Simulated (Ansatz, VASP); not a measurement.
One calculation of Br, two programs

The input INCAR:

```
SYSTEM = Br
  AGGAC = 1.0
  AGGAX = 1.0
  ALDAC = 0.0
  ALDAX = 1.0
  ALGO = Normal
  EDIFF = 1E-7
  ENCUT = 520
  GGA = B5
  ISIF = 2
  ISMEAR = -1
  LASPH = .True.
  LCHARG = .True.
  LELF = .True.
  LREAL = .False.
  LVHAR = .True.
  LWAVE = .False.
  NBANDS = 22
  NELM = 80
  PREC = Accurate
  SIGMA = 0.05
```

KPOINTS

```
k-points
0
Gamma
  4 4 2
  0 0 0
```

File POSCAR:

```
Br
1.0
    3.3632500000     -2.3225500000      0.0000000000
    3.3632500000      2.3225500000      0.0000000000
    0.0000000000      0.0000000000      8.7023000000
Br
4
Direct
    0.3651000000      0.6349000000      0.3901000000
    0.1349000000      0.8651000000      0.8901000000
    0.6349000000      0.3651000000      0.6099000000
    0.8651000000      0.1349000000      0.1099000000
```

The input input.yaml:

```yaml
crystal:
  lattice:
    - [3.36325, -2.32255, 0.0]
    - [3.36325, 2.32255, 0.0]
    - [0.0, 0.0, 8.7023]
  atoms:
    - { symbol: Br, position: [0.3651, 0.6349, 0.3901] }
    - { symbol: Br, position: [0.1349, 0.8651, 0.8901] }
    - { symbol: Br, position: [0.6349, 0.3651, 0.6099] }
    - { symbol: Br, position: [0.8651, 0.1349, 0.1099] }
hamiltonian:
  xc: blyp
  pseudopotentials: { kind: paw }
kpoints:
  mp_grid: { grid: [4, 4, 2] }
  band_path:
    path:
      - [[0.0, 0.0, 0.0], [0.3692207505, -0.3692207505, 0.0], [0.0, -0.5, 0.0], [0.0, -0.5, -0.5], [0.3692207505, -0.3692207505, -0.5], [0.0, 0.0, -0.5], [0.0, 0.0, 0.0], [-0.5, -0.5, 0.0], [-0.3692207505, -0.6307792495, 0.0], [-0.3692207505, -0.6307792495, -0.5], [-0.5, -0.5, -0.5], [-0.5, -0.5, 0.0]]
      - [[0.0, 0.0, -0.5], [-0.5, -0.5, -0.5]]
    npoints: 14
scf:
  occupations: { method: fermi_dirac, width: 0.05 }
  n_extra_bands: 10
output:
  forces: true
  stress: true
  eigenvalues: true
  fatbands: false
```

Alike in both runs: functional BLYP; k mesh 4 × 4 × 2; occupations fermi-dirac, width 0.05 eV; no spin polarisation.

```csv
,VASP,Ansatz
version,VASP 6.6.1,Ansatz 0.2.0
potentials or method,"VASP PAW PBE potentials, release 64 (Br)",Ansatz PAW
plane-wave cutoff (eV),520,420
valence electrons in the cell,28,28
task,single point,band structure
```

Ansatz gave:

* gap on the k mesh at the Fermi level (eV): 1.85
* least direct gap on the mesh (eV): 1.90
* pressure (GPa): 3.7
* traceless stress, the component that is largest in VASP (GPa): 2.07
* rms of the force components (eV/Å): 0.728

Which values does VASP return?

gap on the k mesh at the Fermi level (eV): 1.84; least direct gap on the mesh (eV): 1.89; pressure (GPa): 3.8; traceless stress, the component that is largest in VASP (GPa): 2.14; rms of the force components (eV/Å): 0.744.

VASP's potentials were made for PBE, not for BLYP. Atom by atom the forces differ by 0.017 eV/Å (rms over components).
